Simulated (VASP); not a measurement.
# Y (I4/mmm) in VASP: a series of runs

Runs on Y. Level: PBEsol. Tasks: single point.

All numbers are computed with VASP 6.6.1; they aren't measurements. Logs are shortened: lines on timing, memory, paths and dates and some standing lists are left out, and cuts for length are marked.

## Step 1: The cell of the first run

The structure is tetragonal, space group I4/mmm (No. 139). Conventional cell: a = 3.233 Å, b = 3.233 Å, c = 5.169 Å, α = 90.00°, β = 90.00°, γ = 90.00°. Y (site symmetry 4/mmm) has 12 Y at 3.23 to 3.45 Å within 4.3 Å.

## Step 2: Single point, PBEsol (strain -0.080 along x and y, +0.040 along z)

Contents of INCAR:

```
PREC = Accurate
ENCUT = 520
EDIFF = 1E-6
ISMEAR = 0
SIGMA = 0.15
LREAL = F
LASPH = T
NELM = 80
ALGO = Fast
ISIF = 2
LWAVE = F
LCHARG = F
GGA = PS
NBANDS = 12
```

Contents of KPOINTS:

```
Automatic mesh
0
Gamma
  16 16 16
```

Contents of POSCAR:

```
Y
1.0
    0.0000000000      2.2862000000      2.5844000000
    2.2862000000      0.0000000000      2.5844000000
    2.2862000000      2.2862000000      0.0000000000
Y
1
Direct
    0.0000000000      0.0000000000      0.0000000000
```

Potentials or basis: VASP PAW PBE potentials, release 64 (Y_sv).

Launch:

```console
> cat potpaw_PBE.64/Y_sv/POTCAR > POTCAR
> mpirun -np 1 vasp_std > vasp.out
```

OUTCAR:

```text
PREC = Accurate
   ENCUT = 520
   EDIFF = 1E-6
   ISMEAR = 0
   LREAL = F
   LASPH = T
   NELM = 80
   ISIF = 2
   GGA = PS

 ion  position               nearest neighbor table
   1  0.000  0.000  0.000-

  LATTYP: Found a body centered tetragonal cell.
 ALAT       =     3.2331750463
 C/A-ratio  =     1.5986762009

  Lattice vectors:

 A1 = (  -2.2862000000,   0.0000000000,   2.5844000000)
 A2 = (   2.2862000000,   0.0000000000,   2.5844000000)
 A3 = (   0.0000000000,   2.2862000000,  -2.5844000000)

Analysis of symmetry for initial positions (statically):
=====================================================================
 Subroutine PRICEL returns:
 Original cell was already a primitive cell.

 Routine SETGRP: Setting up the symmetry group for a
 body centered tetragonal supercell.

 Subroutine GETGRP returns: Found 16 space group operations
 (whereof 16 operations were pure point group operations)
 out of a pool of 16 trial point group operations.

The static configuration has the point symmetry D_4h.

Analysis of symmetry for dynamics (positions and initial velocities):
=====================================================================
 Subroutine PRICEL returns:
 Original cell was already a primitive cell.

 Routine SETGRP: Setting up the symmetry group for a
 body centered tetragonal supercell.

 Subroutine GETGRP returns: Found 16 space group operations
 (whereof 16 operations were pure point group operations)
 out of a pool of 16 trial point group operations.

The dynamic configuration has the point symmetry D_4h.

 Subroutine INISYM returns: Found 16 space group operations
 (whereof 16 operations are pure point group operations),
 and found     1 'primitive' translations

----------------------------------------------------------------------------------------

                                     Primitive cell

  volume of cell :      27.0158

  direct lattice vectors                    reciprocal lattice vectors
     0.000000000  2.286200000  2.584400000    -0.218703526  0.218703526  0.193468503
     2.286200000  0.000000000  2.584400000     0.218703526 -0.218703526  0.193468503
     2.286200000  2.286200000  0.000000000     0.218703526  0.218703526 -0.193468503

  length of vectors
     3.450483126  3.450483126  3.233175046     0.364818484  0.364818484  0.364818484

  position of ions in fractional coordinates (direct lattice)
     0.000000000  0.000000000  0.000000000

  ion indices of the primitive-cell ions
   primitive index   ion index
[... 77 lines left out ...]
   IBRION =     -1    ionic relax: 0-MD 1-quasi-New 2-CG
   NFREE  =      0    steps in history (QN), initial steepest desc. (CG)
   ISIF   =      2    stress and relaxation
   ISYM   =      2    0-nonsym 1-usesym 2-fastsym
   POTIM  = 0.5000    time-step for ionic-motion
   TEBEG  =    0.0;   TEEND  =   0.0 temperature during run
   PSTRESS=    0.0 pullay stress
   NELECT =      11.0000    total number of electrons
   NUPDOWN=      -1.0000    fix difference up-down
   EMIN   =  10.00;   EMAX   =-10.00  energy-range for DOS
   EFERMI =   0.00;   METHOD = LEGACY
   ISMEAR =     0;   SIGMA  =   0.15  broadening in eV -4-tet -1-fermi 0-gaus
   EFERMI_NEDOS =   21; number of points for ismear=-14 and -15
   IALGO  =     68    algorithm
   IMIX   =      4    mixing-type and parameters
     AMIX     =   0.40;   BMIX     =  1.00
     AMIX_MAG =   1.60;   BMIX_MAG =  1.00
  volume/ion in A,a.u.               =      27.02       182.31
  Fermi-wavevector in a.u.,A,eV,Ry     =   1.213388  2.292971 20.031997  1.472310
  Thomas-Fermi vector in A             =   2.348842
   LORBIT       =      0    0 simple, 1 ext, 2 COOP (PROOUT), +10 PAW based schemes
   GGA     = PS    functional components
   LHFCALC =     F    Hartree Fock is set to
   AEXX    =    0.0000 exact exchange contribution
   IVDW    =     0    specifies the selected vdW correction
   LEPSILON=     F    determine dielectric tensor
   LRPA    =     F    only Hartree local field effects (RPA)
 non-spin polarized calculation
 RMM-DIIS sequential band-by-band and
 Gauss-broadening in eV      SIGMA  =   0.15
  energy-cutoff  :      520.00
  volume of cell :       27.02
 maximum number of plane-waves:       749
 NGX is ok and might be reduce to    28
   NGX = 13   NGY = 13   NGZ = 13

 number of electron      11.0000000 magnetization

 Free energy of the ion-electron system (eV)
  ---------------------------------------------------
  ext. energy  EPLUGINS =         0.00000000
  ---------------------------------------------------
  free energy    TOTEN  =        -6.70907313 eV

  energy without entropy =       -6.69309972  energy(sigma->0) =       -6.70108643

 E-fermi :   3.9150     XC(G=0): -10.3259

 val. band max:        3.9097345155   @ k =  -0.3750   0.2500   0.0625
 cond. band min:       3.9215537648   @ k =  -0.2500   0.3750   0.1250
 fundamental gap:      0.0118192493
 Fermi energy:         3.9150422147

 k-point     1 :       0.0000    0.0000    0.0000
  band No.  band energies     occupation
      1     -38.2772      2.00000
      2     -17.8122      2.00000
      3     -17.7753      2.00000
      4     -17.7753      2.00000
      5      -1.0653      2.00000
      6       5.1301      0.00000
      7       6.3947      0.00000
      8       6.3947      0.00000
      9       7.2989      0.00000
     10       9.2768      0.00000
     11      13.6247      0.00000
     12      15.6126      0.00000
[... 331 lines left out ...]
 k-point    24 :      -0.0625    0.0625    0.0000
  band No.  band energies     occupation
      1     -38.2606      2.00000
      2     -17.9101      2.00000
      3     -17.8336      2.00000
      4     -17.7738      2.00000
      5      -0.7199      2.00000
      6       5.3540      0.00000
      7       5.8549      0.00000
      8       6.5427      0.00000
      9       7.4336      0.00000
     10       8.8365      0.00000
     11      14.3765      0.00000
     12      16.1018      0.00000

 [... further k-points ...]
[... 5 lines left out ...]
  --------------------------------------------------------------------------------------
  -------------------------------------------------------------------------------------
  Total        1.3459654      1.3459654      0.5959027      0.0000000      0.0000000      0.0000000
  in kB       79.8226779     79.8226779     35.3401021      0.0000000      0.0000000      0.0000000
  external PRESSURE =      64.9951526 kB  Pullay stress =       0.0000000 kB

 VOLUME and BASIS-vectors are now :
 -----------------------------------------------------------------------------
  energy-cutoff  :      520.00
  volume of cell :       27.02
      direct lattice vectors                 reciprocal lattice vectors
     0.000000000  2.286200000  2.584400000    -0.218703526  0.218703526  0.193468503
     2.286200000  0.000000000  2.584400000     0.218703526 -0.218703526  0.193468503
     2.286200000  2.286200000  0.000000000     0.218703526  0.218703526 -0.193468503

 POSITION                                       TOTAL-FORCE (eV/Angst)
 -----------------------------------------------------------------------------------
      0.00000      0.00000      0.00000         0.000000     -0.000000      0.000000
 -----------------------------------------------------------------------------------
    total drift:                                0.000000     -0.000000     -0.000000

  FREE ENERGIE OF THE ION-ELECTRON SYSTEM (eV)
  ---------------------------------------------------
  free  energy   TOTEN  =        -6.7090731348 eV

  energy  without entropy=       -6.6930997222  energy(sigma->0) =       -6.70108643
```

stdout:

```text
POSCAR found type information on POSCAR Y
 POSCAR found :  1 types and       1 ions
 scaLAPACK will be used
 -----------------------------------------------------------------------------
|                                                                             |
|                                                                             |
|     You enforced a specific xc type in the INCAR file but a different       |
|     I HOPE YOU KNOW WHAT YOU ARE DOING!                                     |
|                                                                             |
 -----------------------------------------------------------------------------

 LDA part: xc-table for (Slater+PW92), standard interpolation
 POSCAR, INCAR and KPOINTS ok, starting setup
 FFT: planning ... GRIDC
 FFT: planning ... GRID_SOFT
 FFT: planning ... GRID
 WAVECAR not read
 entering main loop
WARNING in EDDRMM: call to ZHEGV failed, returncode =   8  4      6
WARNING in EDDRMM: call to ZHEGV failed, returncode =   8  4     10
```

Run time: 67 s. Hardware: 1 thread of Intel Xeon 6975P-C (Granite Rapids), shared host; peak memory 0.27 GiB.

Results:

| Item | Value |
| --- | --- |
| Free energy | -6.7091 eV |
| Pressure | 6.5 GPa |

Caveat: the cell differs from its parent crystal (strain -0.080 along x and y, +0.040 along z); the PAW data sets were made with another functional, which shifts forces and pressure a little.

## Step 3: Single point, PBEsol (strain -0.080 along x and y, +0.080 along z)

Contents of INCAR:

```
SYSTEM = Y
ALGO = Normal ; EDIFF = 1E-6
ENCUT = 520 ; GGA = PS
ISIF = 2 ; ISMEAR = 0
LASPH = .TRUE. ; LCHARG = .FALSE.
LREAL = .FALSE. ; LWAVE = .FALSE.
NBANDS = 12 ; NELM = 100
PREC = Accurate ; SIGMA = 0.15
```

Contents of KPOINTS:

```
k-points
0
G
  16 16 16
  0 0 0
```

Contents of POSCAR:

```
Y
1.0
    0.0000000000      2.2862000000      2.6838000000
    2.2862000000      0.0000000000      2.6838000000
    2.2862000000      2.2862000000      0.0000000000
Y
1
Direct
    0.0000000000      0.0000000000      0.0000000000
```

Potentials or basis: VASP PAW PBE potentials, release 64 (Y_sv).

Launch:

```console
> cat potpaw_PBE.64/Y_sv/POTCAR > POTCAR
> mpirun -np 1 vasp_std > vasp.out
```

It took 41 s on 1 thread of Intel Xeon 6975P-C (Granite Rapids), shared host; peak memory 0.26 GiB.

Results (log left out):

| Property | Result |
| --- | --- |
| Free energy | -6.7216 eV |
| Pressure | 4.2 GPa |

Stress tensor (GPa, compression positive):
```
6.19 0.00 0.00
0.00 6.19 0.00
0.00 0.00 0.34
```

Levels at points of the mesh, in eV from the Fermi level:
| k point | band 2 | band 3 | band 4 | band 5 | band 6 | band 7 | band 8 | band 9 |
| --- | --- | --- | --- | --- | --- | --- | --- | --- |
| (0.00, 0.00, 0.00) | -21.88 | -21.83 | -21.83 | -4.94 | 0.98 | 2.61 | 2.61 | 2.91 |
| (0.50, 0.00, 0.00) | -22.82 | -22.05 | -21.85 | -2.16 | 0.98 | 1.20 | 2.58 | 5.73 |
| (0.50, 0.50, 0.00) | -22.65 | -22.01 | -22.01 | -2.20 | -0.94 | 1.53 | 6.35 | 6.52 |
| (0.50, 0.00, 0.50) | -22.75 | -22.42 | -22.08 | -2.10 | -1.14 | 3.62 | 5.52 | 5.60 |

Caveat: the cell differs from its parent crystal (strain -0.080 along x and y, +0.080 along z); the PAW data sets were made with another functional, which shifts forces and pressure a little.
